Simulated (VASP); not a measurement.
# Hf11Si13 in VASP: further runs

Runs on Hf11Si13. Level: PBE. Tasks: single point.

Program: VASP 6.6.1. These are calculated values, not measurements. Logs are shortened: lines on timing, memory, paths and dates and some standing lists are left out, and cuts for length are marked.

## 1. The cell of the first run

The cell holds an amorphous packing of atoms, 24 atoms: a = 7.744 Å, b = 7.903 Å, c = 7.870 Å, α = 89.84°, β = 86.91°, γ = 91.12°.

## 2. Single point, PBE

Input file INCAR:

```
SYSTEM = Hf11Si13
PREC = Accurate ; ENCUT = 520
EDIFF = 1E-7 ; ISMEAR = -1
SIGMA = 0.1034 ; LREAL = Auto
LASPH = .True. ; NELM = 80
ALGO = Normal ; ISIF = 2
LWAVE = .False. ; LCHARG = .False.
GGA = PE ; ISYM = 0
NBANDS = 99
```

Input file KPOINTS:

```
Automatic mesh
0
Gamma
  1 1 1
  0.25 0.25 0.25
```

Input file POSCAR:

```
Hf11Si13
1.0
    7.7410930000     -0.0769270000      0.2103670000
   -0.0769270000      7.9026600000      0.0117030000
    0.2103670000      0.0117030000      7.8669780000
Si Hf
13 11
Direct
    0.6070400511      0.0533316290      0.7440860602
    0.9791399625      0.3291350452      0.1920827027
    0.7585035180      0.9327772946      0.5193185487
    0.1385001182      0.5336235485      0.6477763316
    0.6907590955      1.0221741686      0.1483473803
    0.8424730608      0.5990071679      0.7400614682
    0.6896424140      0.3618731258      0.6497347511
    0.2561917901      0.1937987478      0.2657825756
    0.0692894393      0.3687537251      0.9176207514
    0.5752354827      0.5901611541      0.1934712136
    0.9187063654      0.1486394081      0.6243373213
    0.0098690676      0.0754271126      0.9466266653
    0.5152535547      0.5284541562      0.4852933562
    0.4601082118      0.8641729916      0.4481253156
    0.3022844741      0.2411258219      0.6802913935
    0.9105312835      0.7112461740      0.0620995192
    0.0271450500      0.9692757091      0.3187910458
    0.2343805656      0.5464981885      0.3067435037
    0.1053662659      0.8505642098      0.6977486478
    0.8481321863      0.6211816190      0.4246032324
    0.3427866937     -0.0019201327      0.0039056246
    0.6004236399      0.2459416596      0.3317503144
    0.4494946917      0.6536899735      0.7557611088
    0.6177985484      0.3554365308      0.9699508374
```

Potentials or basis: VASP PAW PBE potentials, release 64 (Si, Hf_pv).

Command:

```console
cat potpaw_PBE.64/Si/POTCAR potpaw_PBE.64/Hf_pv/POTCAR > POTCAR
mpirun -np 1 vasp_std > vasp.out
```

OUTCAR:

```text
SYSTEM = Hf11Si13
   PREC = Accurate
   ENCUT = 520
   EDIFF = 1E-7
   ISMEAR = -1
   LREAL = Auto
   LASPH = .True.
   NELM = 80
   ISIF = 2
   GGA = PE
   ISYM = 0

 ion  position               nearest neighbor table
   1  0.607  0.053  0.744-   3 2.29   7 2.60  11 2.64  21 2.84  15 2.88  24 2.98  14 3.03  23 3.36

   2  0.979  0.329  0.192-   9 2.25   8 2.51  18 2.78  12 2.79  17 3.05  20 3.10  22 3.13  16 3.25
                            24 3.39
   3  0.759  0.933  0.519-  11 2.27   1 2.29  14 2.46  17 2.55  20 2.67   5 3.08  19 3.17  22 3.18

   4  0.139  0.534  0.648-   6 2.43   9 2.52  19 2.55  15 2.68  18 2.75  23 2.75  20 3.02  13 3.12

   5  0.691  0.022  0.148-  22 2.38  12 2.89  21 2.98  17 3.03  24 3.06  16 3.07   3 3.08  14 3.12

   6  0.842  0.599  0.740-   7 2.33   4 2.43  20 2.49  16 2.76  19 2.82   9 2.95  23 3.08  24 3.08

   7  0.690  0.362  0.650-   6 2.33  13 2.34  11 2.47  24 2.55   1 2.60  22 2.78  20 2.91  23 3.08
                            15 3.13
   8  0.256  0.194  0.266-  17 2.50   2 2.51  21 2.65  22 2.77  18 2.81  15 3.32  14 3.42
   9  0.069  0.369  0.918-   2 2.25  12 2.36   4 2.52  15 2.74   6 2.95  16 3.18  24 3.50
  10  0.575  0.590  0.193-  13 2.37  24 2.57  18 2.76  20 2.87  16 2.89  22 2.94  14 3.07
  11  0.919  0.149  0.624-   3 2.27   7 2.47   1 2.64  12 2.73  19 2.86  17 2.89  15 3.10
  12  0.010  0.075  0.947-   9 2.36  21 2.72  19 2.73  11 2.73   2 2.79   5 2.89  17 3.06  16 3.09
                            15 3.25
  13  0.515  0.528  0.485-   7 2.34  10 2.37  23 2.38  22 2.62  18 2.66  20 2.68  14 2.71   4 3.12
                            15 3.13
  14  0.460  0.864  0.448-   3 2.46  13 2.71  23 2.93   1 3.03  10 3.07   5 3.12  18 3.26  19 3.29
                            22 3.30   8 3.42  20 3.59  17 3.67  15 3.69  21 3.81
  15  0.302  0.241  0.680-   4 2.68   9 2.74   1 2.88  11 3.10   7 3.13  13 3.13  21 3.22  12 3.25
                             8 3.32  19 3.41  22 3.49  23 3.50  24 3.54  14 3.69  18 3.86
  16  0.911  0.711  0.062-   6 2.76  10 2.89  20 2.95  17 3.03   5 3.07  12 3.09   9 3.18   2 3.25
                            19 3.34  18 3.51  24 3.68
  17  0.027  0.969  0.319-   8 2.50   3 2.55  11 2.89   5 3.03  16 3.03   2 3.05  12 3.06  20 3.15
                            19 3.22  21 3.39  14 3.67  18 3.73
  18  0.234  0.546  0.307-  13 2.66   4 2.75  10 2.76   2 2.78   8 2.81  20 3.15  14 3.26  16 3.51
                            17 3.73  22 3.75  15 3.86
  19  0.105  0.851  0.698-   4 2.55  12 2.73   6 2.82  11 2.86  23 3.17   3 3.17  17 3.22  14 3.29
                            21 3.31  16 3.34  15 3.41  20 3.50
  20  0.848  0.621  0.425-   6 2.49   3 2.67  13 2.68  10 2.87   7 2.91  16 2.95   4 3.02   2 3.10
                            17 3.15  18 3.15  19 3.50  14 3.59  22 3.60
  21  0.343  0.998  0.004-   8 2.65  12 2.72   1 2.84   5 2.98  15 3.22  19 3.31  17 3.39  23 3.44
                            24 3.50  14 3.81  22 3.86
  22  0.600  0.246  0.332-   5 2.38  13 2.62   8 2.77   7 2.78  10 2.94  24 2.97   2 3.13   3 3.18
                            14 3.30  15 3.49  20 3.60  18 3.75  21 3.86
  23  0.449  0.654  0.756-  13 2.38   4 2.75  14 2.93   6 3.08   7 3.08  19 3.17  24 3.23   1 3.36
                            21 3.44  15 3.50
  24  0.618  0.355  0.970-   7 2.55  10 2.57  22 2.97   1 2.98   5 3.06   6 3.08  23 3.23   2 3.39
                             9 3.50  21 3.50  15 3.54  16 3.68

IMPORTANT INFORMATION: All symmetrisations will be switched off!
NOSYMM: (Re-)initialisation of all symmetry stuff for point group C_1.

----------------------------------------------------------------------------------------

                                     Primitive cell

  volume of cell :     480.8664

  direct lattice vectors                    reciprocal lattice vectors
     7.741093000 -0.076927000  0.210367000     0.129287284  0.001263646 -0.003459088
    -0.076927000  7.902660000  0.011703000     0.001263646  0.126552301 -0.000222051
     0.210367000  0.011703000  7.866978000    -0.003459088 -0.000222051  0.127206441

  length of vectors
     7.744332952  7.903043072  7.869798859     0.129339722  0.126558805  0.127253658

  position of ions in fractional coordinates (direct lattice)
     0.607040051  0.053331629  0.744086060
     0.979139962  0.329135045  0.192082703
     0.758503518  0.932777295  0.519318549
     0.138500118  0.533623549  0.647776332
     0.690759095  0.022174169  0.148347380
     0.842473061  0.599007168  0.740061468
[... 16 lines left out ...]
     0.449494692  0.653689974  0.755761109
     0.617798548  0.355436531  0.969950837

  ion indices of the primitive-cell ions
   primitive index   ion index
                 1           1
                 2           2
                 3           3
                 4           4
                 5           5
                 6           6
[... 16 lines left out ...]
                23          23
                24          24

----------------------------------------------------------------------------------------

 KPOINTS: Automatic mesh

Automatic generation of k-mesh.
 Grid dimensions read from file:
 generate k-points for:    1    1    1

 Generating k-lattice:

  Cartesian coordinates                     Fractional coordinates (reciprocal lattice)
     0.129287284  0.001263646 -0.003459088     1.000000000 -0.000000000  0.000000000
     0.001263646  0.126552301 -0.000222051    -0.000000000  1.000000000  0.000000000
    -0.003459088 -0.000222051  0.127206441     0.000000000  0.000000000  1.000000000

  Length of vectors
     0.129339722  0.126558805  0.127253658

  Shift w.r.t. Gamma in fractional coordinates (k-lattice)
     0.250000000  0.250000000  0.250000000

 Subroutine IBZKPT returns following result:
 ===========================================

 Found      1 irreducible k-points:

 Following reciprocal coordinates:
            Coordinates               Weight
  0.250000  0.250000  0.250000      2.000000
   k-points           NKPTS =      1   k-points in BZ     NKDIM =      1   number of bands    NBANDS=     99
   number of dos      NEDOS =    301   number of ions     NIONS =     24
   total plane-waves  NPLWV = 216000
   dimension x,y,z NGX =    60 NGY =   60 NGZ =   60
   dimension x,y,z NGXF=   120 NGYF=  120 NGZF=  120
   ions per type =              13  11
   NGX,Y,Z   is equivalent  to a cutoff of  12.88, 12.62, 12.67 a.u.
   NGXF,Y,Z  is equivalent  to a cutoff of  25.76, 25.24, 25.35 a.u.
 SYSTEM =  Hf11Si13
   PREC   = accura    normal or accurate (medium, high low for compatibility)
   ISTART =      0    job   : 0-new  1-cont  2-samecut
   ICHARG =      2    charge: 1-file 2-atom 10-const
   ISPIN  =      1    spin polarized calculation?
   LNONCOLLINEAR =      F non collinear calculations
   LSORBIT =      F    spin-orbit coupling
   LASPH  =      T    aspherical Exc in radial PAW
   ENCUT  =  520.0 eV  38.22 Ry    6.18 a.u.  14.40 14.69 14.63*2*pi/ulx,y,z
   NELM   =     80;   NELMIN=  2; NELMDL= -5     # of ELM steps
   EDIFF  = 0.1E-06   stopping-criterion for ELM
   LREAL  =      T    real-space projection
   EDIFFG = 0.1E-05   stopping-criterion for IOM
   NSW    =      0    number of steps for IOM
   IBRION =     -1    ionic relax: 0-MD 1-quasi-New 2-CG
   NFREE  =      0    steps in history (QN), initial steepest desc. (CG)
   ISIF   =      2    stress and relaxation
   ISYM   =      0    0-nonsym 1-usesym 2-fastsym
   POTIM  = 0.5000    time-step for ionic-motion
   TEBEG  =    0.0;   TEEND  =   0.0 temperature during run
   PSTRESS=    0.0 pullay stress
   NELECT =     162.0000    total number of electrons
   NUPDOWN=      -1.0000    fix difference up-down
   EMIN   =  10.00;   EMAX   =-10.00  energy-range for DOS
   EFERMI =   0.00;   METHOD = LEGACY
   ISMEAR =    -1;   SIGMA  =   0.10  broadening in eV -4-tet -1-fermi 0-gaus
   EFERMI_NEDOS =   21; number of points for ismear=-14 and -15
   IALGO  =     38    algorithm
   IMIX   =      4    mixing-type and parameters
     AMIX     =   0.40;   BMIX     =  1.00
     AMIX_MAG =   1.60;   BMIX_MAG =  1.00
  volume/ion in A,a.u.               =      20.04       135.21
  Fermi-wavevector in a.u.,A,eV,Ry     =   1.139126  2.152636 17.655022  1.297608
  Thomas-Fermi vector in A             =   2.275830
   LORBIT       =      0    0 simple, 1 ext, 2 COOP (PROOUT), +10 PAW based schemes
   GGA     = PE    functional components
   LHFCALC =     F    Hartree Fock is set to
   AEXX    =    0.0000 exact exchange contribution
   IVDW    =     0    specifies the selected vdW correction
   LEPSILON=     F    determine dielectric tensor
   LRPA    =     F    only Hartree local field effects (RPA)
 non-spin polarized calculation
  energy-cutoff  :      520.00
  volume of cell :      480.87
 maximum number of plane-waves:     12936
 NGX is ok and might be reduce to    60
   NGX = 29   NGY = 29   NGZ = 29

 number of electron     162.0000009 magnetization

 Free energy of the ion-electron system (eV)
  ---------------------------------------------------
  ext. energy  EPLUGINS =         0.00000000
  ---------------------------------------------------
  free energy    TOTEN  =      -179.00080198 eV

  energy without entropy =     -178.51415097  energy(sigma->0) =     -178.75747648

 E-fermi :   6.0062     XC(G=0): -10.6542

 val. band max:        5.9196323622   @ k =   0.2500   0.2500   0.2500
 cond. band min:       6.0697454017   @ k =   0.2500   0.2500   0.2500
 fundamental gap:      0.1501130395
 Fermi energy:         6.0061893681

 k-point     1 :       0.2500    0.2500    0.2500
  band No.  band energies     occupation
      1     -25.3665      2.00000
      2     -25.2627      2.00000
      3     -25.2360      2.00000
      4     -25.1926      2.00000
      5     -25.1606      2.00000
      6     -25.1192      2.00000
[... 85 lines left out ...]
     92       7.2485      0.00001
     93       7.3691      0.00000
 [bands above 93 left out]

------------------------ aborting loop because EDIFF is reached ----------------------------------------

  FORCE on cell =-STRESS in cart. coord.  units (eV):
  Direction    XX          YY          ZZ          XY          YZ          ZX
  --------------------------------------------------------------------------------------
  -------------------------------------------------------------------------------------
  Total      -19.2147326     -3.3638443      5.1436183      2.0223077     10.9230939     -5.5539001
  in kB      -64.0207064    -11.2078420     17.1377913      6.7380365     36.3941669    -18.5047909
  external PRESSURE =     -19.3635857 kB  Pullay stress =       0.0000000 kB

 VOLUME and BASIS-vectors are now :
 -----------------------------------------------------------------------------
  energy-cutoff  :      520.00
  volume of cell :      480.87
      direct lattice vectors                 reciprocal lattice vectors
     7.741093000 -0.076927000  0.210367000     0.129287284  0.001263646 -0.003459088
    -0.076927000  7.902660000  0.011703000     0.001263646  0.126552301 -0.000222051
     0.210367000  0.011703000  7.866978000    -0.003459088 -0.000222051  0.127206441

 POSITION                                       TOTAL-FORCE (eV/Angst)
 -----------------------------------------------------------------------------------
      4.85158      0.38347      5.98203        -1.462223      0.225896      0.858513
      7.59470      2.52797      1.72094        -1.090784      0.308737      1.945645
      5.90914      7.31915      4.25595         0.884685     -0.952507      0.122342
      1.16736      4.21397      5.13142        -0.369289     -0.625609     -0.692904
      5.37673      0.12383      1.31262         0.925909     -2.501549     -2.229921
      6.63127      4.67760      6.00629         0.061053      0.552859      2.832515
[... 16 lines left out ...]
      3.58828      5.14016      6.04776         0.218351      0.939198      3.346809
      4.95914      2.77272      7.76471         0.101697     -0.688925     -0.241425
 -----------------------------------------------------------------------------------
    total drift:                               -0.000736     -0.002164     -0.009015

  FREE ENERGIE OF THE ION-ELECTRON SYSTEM (eV)
  ---------------------------------------------------
  free  energy   TOTEN  =      -179.0008019832 eV

  energy  without entropy=     -178.5141509712  energy(sigma->0) =     -178.75747648
```

Wall time 2 min (1 thread of Intel Xeon Platinum 8259CL at 2.50GHz (Skylake/Cascade Lake), shared host); peak memory 0.47 GiB.

What came out:

| Item | Value |
| --- | --- |
| Free energy | -179.0008 eV |
| Pressure | -1.9 GPa |
| Largest force | 3.483 eV/Å |
| Band gap on the k mesh | 0.15 eV |

Forces on the atoms (eV/Å):
```
Si  -1.462  0.226  0.859
Si  -1.091  0.309  1.946
Si   0.885 -0.953  0.122
Si  -0.369 -0.626 -0.693
Si   0.926 -2.502 -2.230
Si   0.061  0.553  2.833
Si   0.019 -0.628 -0.498
Si   1.460  1.466  0.805
Si   0.077  0.953 -1.068
Si   0.067  0.977 -0.199
Si   1.095  0.648  0.347
Si  -0.302 -0.664 -0.094
Si  -0.455 -0.630 -1.469
Hf  -1.839  0.268 -1.223
Hf   0.186 -0.133 -1.031
Hf  -0.435 -0.067 -0.699
Hf  -0.389 -0.140 -0.670
Hf  -0.385  0.305 -0.155
Hf  -0.409  0.574 -0.509
Hf   0.456 -0.603 -1.167
Hf   1.406 -1.017 -0.137
Hf   0.178  1.434  1.825
Hf   0.218  0.939  3.347
Hf   0.102 -0.689 -0.241
```

Caveat: the k points lie up to 0.81 Å⁻¹ apart; spin-orbit coupling is left out, which moves the levels of the heavy elements.

(Continued in part 2 of 5.)
